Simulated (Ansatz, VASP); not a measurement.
## SiGeTe2S2: VASP beside Ansatz

Contents of INCAR:

```
SYSTEM = SiGeTe2S2
PREC = Accurate ; ENCUT = 600
EDIFF = 1E-6 ; ISMEAR = 0
SIGMA = 0.1 ; LREAL = .False.
LASPH = .True. ; NELM = 100
ALGO = Normal ; ISIF = 3
LWAVE = .False. ; LCHARG = .False.
GGA = PE ; IBRION = 2
NSW = 90 ; EDIFFG = -0.04
```

Contents of KPOINTS:

```
regular mesh
0
Gamma
  4 4 2
  0 0 0
```

File POSCAR:

```
SiGeTe2S2
1.0
    4.0803935700      0.0000000000      0.0000000000
    0.0000000000      4.0803935700      0.0000000000
    0.0000000000      0.0000000000      8.8926164100
Si Ge Te S
1 1 2 2
Direct
    0.5000000000      0.5000000000      0.0000000000
    0.0000000000      0.0000000000      0.0000000000
    0.0000000000      0.0000000000      0.2218558700
    0.0000000000      0.0000000000      0.7781441300
    0.5000000000      0.0000000000      0.5000000000
    0.0000000000      0.5000000000      0.5000000000
```

Input for Ansatz:

```yaml
crystal:
  lattice:
    - [4.08039357, 0.0, 0.0]
    - [0.0, 4.08039357, 0.0]
    - [0.0, 0.0, 8.89261641]
  atoms:
    - { symbol: Si, position: [0.5, 0.5, 0.0] }
    - { symbol: Ge, position: [0.0, 0.0, 0.0] }
    - { symbol: Te, position: [0.0, 0.0, 0.22185587] }
    - { symbol: Te, position: [0.0, 0.0, 0.77814413] }
    - { symbol: S, position: [0.5, 0.0, 0.5] }
    - { symbol: S, position: [0.0, 0.5, 0.5] }
basis:
  ecutwfc: 420
kpoints:
  mp_grid: { grid: [4, 4, 2] }
hamiltonian:
  xc: pbe
scf:
  occupations: { method: gaussian, width: 0.1 }
  lower_state_search: "off"
output:
  forces: true
  stress: true
  eigenvalues: true
relax:
  adjacent_minimum: "off"
  f_tol: 0.04
  max_steps: 70
  cell: { stress_tol: 0.4 }
```

Alike in both runs: task relaxation of cell and atoms; functional PBE; k mesh 4 × 4 × 2; occupations gaussian, width 0.1 eV; no spin polarisation.

|  | VASP | Ansatz |
| --- | --- | --- |
| version | VASP 6.6.1 | Ansatz 0.2.0 |
| potentials or method | VASP PAW PBE potentials, release 64 (Si, Ge_d, Te, S), cutoff 600 eV | scalar-relativistic, plane waves, PAW |
| valence electrons in the cell | 42 | 62 |

```csv
,VASP,Ansatz,Ansatz less VASP
"gap on the k mesh at the Fermi level, each at its own relaxed structure (eV)",none,none,-
relaxed volume (Å³/atom),26.15,25.95,-0.203
relaxed cell length with the largest relative difference (Å),13.156,13.060,-0.0959
```

A gap of «none» marks a metal or a gap that the smearing closes. VASP's potentials hold 42 valence electrons a cell and Ansatz's 62, so a difference there can come from the potentials and not from the codes.

The k mesh is coarse, so the values compare programs but aren't converged. Spin-orbit coupling is off throughout.
